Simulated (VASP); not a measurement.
Wanted: the native input for a VASP 6.6.1 run.

| Item | Value |
| --- | --- |
| Task | relaxation of cell and atoms |
| Functional | PBE |
| Potentials or basis | VASP PAW PBE potentials, release 64 (Hf_pv, H) |
| Cutoff | 600 eV |
| k mesh | 12 × 12 × 10 |
| Occupations | gaussian, width 0.1 eV |
| Spin | no spin polarisation |
| Dipole correction | no |
| Further INCAR settings | ALGO = Fast; EDIFF = 1e-06; IBRION = 2; EDIFFG = -0.01; NSW = 100; ISIF = 3 |

The structure of HfH5 lies in POSCAR:

```
HfH5
1.0
    2.3640182407     -2.4629840801      0.0000000000
    2.3640182407      2.4629840801      0.0000000000
    0.0000000000      0.0000000000      4.1862916594
Hf H
1 5
Direct
    0.0000000000      0.0000000000      0.0000000000
    0.0000000000      0.5000000000      0.2459268640
    0.5000000000      0.0000000000      0.7540731360
    0.0000000000      0.5000000000      0.7540731360
    0.5000000000      0.0000000000      0.2459268640
    0.0000000000      0.0000000000      0.5000000000
```

The cell was generated, and may not be a known phase.

One way to write it, as run:

INCAR

```
ALGO = Fast ; EDIFF = 1E-6
EDIFFG = -0.01 ; ENCUT = 600
GGA = PE ; IBRION = 2
ISIF = 3 ; ISMEAR = 0
LASPH = True ; LCHARG = False
LREAL = False ; LWAVE = False
NELM = 60 ; NSW = 100
PREC = Accurate ; SIGMA = 0.1
```

KPOINTS

```
k-points
0
Gamma
  12 12 10
```

Potentials or basis: VASP PAW PBE potentials, release 64 (Hf_pv, H).

Launch:

```sh
$ cat potpaw_PBE.64/Hf_pv/POTCAR potpaw_PBE.64/H/POTCAR > POTCAR
$ mpirun -np 1 vasp_std > vasp.out
```

It gave:

```yaml
Relaxed_volume: 8.09 Å³/atom
Relaxed_cell: a = 3.405 Å, b = 3.405 Å, c = 4.184 Å, α = 90.00°, β = 90.00°, γ = 90.13°
Space_group_after_relaxing_to_0.1_Å: P4/mmm (No. 123)
Energy_gained_by_relaxing: 0.6 meV/atom
Ionic_steps: 9
Pressure_after_relaxing: 0.0 GPa
Largest_force_after_relaxing: 0.006 eV/Å
Band_gap_on_the_k_mesh: zero (an odd number of electrons rules out a gap without spin polarisation)
```

Caveat: spin-orbit coupling is left out, which moves the levels of the heavy elements; an odd number of electrons without spin polarisation forces a metal; a magnetic or distorted state may lie lower.

Wall time 12 min on 1 thread of Oxide Virtual Turin-like Processor, on a shared host, peak memory 0.3 GiB.
